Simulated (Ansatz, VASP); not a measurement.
# ZnSe in VASP and in Ansatz

Contents of INCAR:

```
SYSTEM = ZnSe
  PREC = Accurate
  ENCUT = 520
  EDIFF = 1E-7
  ISMEAR = -1
  SIGMA = 0.03
  LREAL = .False.
  LASPH = .True.
  NELM = 100
  ALGO = Normal
  ISIF = 2
  LWAVE = .False.
  LCHARG = .False.
  NBANDS = 16
```

File KPOINTS:

```
regular mesh
0
Gamma
  8 8 8
  0 0 0
```

File POSCAR:

```
ZnSe
1.0
    0.0000000000      2.8893788162      2.8893788162
    2.8893788162      0.0000000000      2.8893788162
    2.8893788162      2.8893788162      0.0000000000
Zn Se
1 1
Direct
    0.0000000000      0.0000000000      0.0000000000
    0.7500000000      0.7500000000      0.7500000000
```

Input for Ansatz:

```yaml
crystal:
  lattice:
    - [0.0, 2.8893788162, 2.8893788162]
    - [2.8893788162, 0.0, 2.8893788162]
    - [2.8893788162, 2.8893788162, 0.0]
  atoms:
    - { symbol: Zn, position: [0.0, 0.0, 0.0] }
    - { symbol: Se, position: [0.75, 0.75, 0.75] }
kpoints:
  mp_grid: { grid: [8, 8, 8] }
  band_path:
    path:
      - [0.0, 0.0, 0.0]
      - [-0.5, -0.5, 0.0]
      - [-0.375, -0.375, 0.25]
      - [-0.375, 0.0, 0.375]
      - [0.0, 0.0, 0.0]
      - [0.0, 0.0, 0.5]
      - [-0.5, -0.25, 0.25]
      - [-0.5, -0.5, 0.0]
    npoints: 5
scf:
  occupations: { method: fermi_dirac, width: 0.03 }
hamiltonian:
  xc: lda
  pseudopotentials: { kind: all_electron, lapw: { basis_error: 0.001 } }
output:
  forces: true
  stress: true
  eigenvalues: true
```

Change from the starting cell: volume scaled by 1.06.

Alike in both runs: task single point; functional LDA; k mesh 8 × 8 × 8; occupations fermi-dirac, width 0.03 eV; no spin polarisation.

```csv
,VASP,Ansatz
version,VASP 6.6.1,Ansatz 0.2.0
potentials or method,"VASP PAW LDA potentials, release 64 (Zn, Se), cutoff 520 eV","all-electron LAPW, scalar-relativistic"
```

|  | VASP | Ansatz | Ansatz less VASP |
| --- | --- | --- | --- |
| pressure (GPa) | -6.0 | -6.2 | -0.21 |

LDA's correlation is that of Perdew and Zunger in VASP and of Perdew and Wang (1992) in Ansatz. Ansatz ran all-electron here, and VASP with PAW potentials.
